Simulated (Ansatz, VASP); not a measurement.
## Ti3Al: VASP beside Ansatz

```
CELL_PARAMETERS angstrom
2.83465 0.00755 0.00278
-1.41078 2.46928 -0.01014
0.00877 -0.03183 8.92752
ATOMIC_POSITIONS crystal
Ti 0.65518 0.32473 0.98922
Ti 0.32250 0.66253 0.75602
Ti 0.36034 0.69458 0.24218
Al 0.66198 0.31816 0.51257
```

Change from the starting cell: all atoms moved at random, cell strained at random.

Alike in both runs: task single point; functional PBEsol; k mesh 14 × 14 × 4; occupations gaussian, width 0.1 eV; no spin polarisation.

|  | VASP | Ansatz |
| --- | --- | --- |
| version | VASP 6.6.1 | Ansatz 0.2.0 |
| potentials or method | VASP PAW PBE potentials, release 64 (Ti_sv, Al), cutoff 520 eV | scalar-relativistic, plane waves, PAW |
| valence electrons in the cell | 39 | 39 |

```csv
,VASP,Ansatz,Ansatz less VASP
gap on the k mesh at the Fermi level (eV),none,none,-
pressure (GPa),8.4,8.6,+0.19
"traceless stress, the component that is largest in VASP (GPa)",1.51,1.45,-0.053
rms of the force components (eV/Å),0.474,0.478,+0.0039
```

VASP's potentials were made for PBE, not for PBEsol. Atom by atom the forces differ by 0.007 eV/Å (rms over components). A gap of «none» marks a metal or a gap that the smearing closes. With one functional, cell and mesh, what is left measures potentials, basis and numerics.
